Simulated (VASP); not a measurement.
## Na: single point with LDA

Crystal: Na.

```
CELL_PARAMETERS angstrom
-2.11750 2.15985 2.11750
2.11750 -2.15985 2.11750
2.11750 2.15985 -2.11750
ATOMIC_POSITIONS crystal
Na 0.00000 0.00000 0.00000
```

This cell differs from its parent crystal: strain +0.0200 x Voigt [0, 1, 0, 0, 0, 0].

| Item | Value |
| --- | --- |
| Program | VASP 6.6.1 |
| Task | single point |
| Functional | LDA |
| Potentials or basis | VASP PAW LDA potentials, release 64 (Na_pv) |
| Cutoff | 520 eV |
| k mesh | 16 × 16 × 16 |
| Occupations | gaussian, width 0.15 eV |
| Spin | no spin polarisation |

```yaml
Pressure: -1.1 GPa
```

Levels at points of the mesh, in eV from the Fermi level:
```
           k point  band 1  band 2  band 3  band 4  band 5  band 6
(0.00, 0.00, 0.00)  -24.98  -24.98  -24.98   -3.19   11.28   11.28
(0.50, 0.00, 0.00)  -25.01  -24.99  -24.98    0.75    1.10    8.11
(0.00, 0.50, 0.00)  -25.01  -24.99  -24.98    0.82    1.19    7.87
(0.50, 0.50, 0.50)  -25.00  -25.00  -25.00    4.43    4.49    4.60
```

Wall time 85 s on 1 thread of Intel(R) Xeon(R) Platinum 8259CL CPU @ 2.50GHz (Skylake/Cascade Lake), with other jobs on the host, peak memory 0.21 GiB.

Caveat: the cell differs from its parent crystal (strain +0.0200 x Voigt [0, 1, 0, 0, 0, 0]).
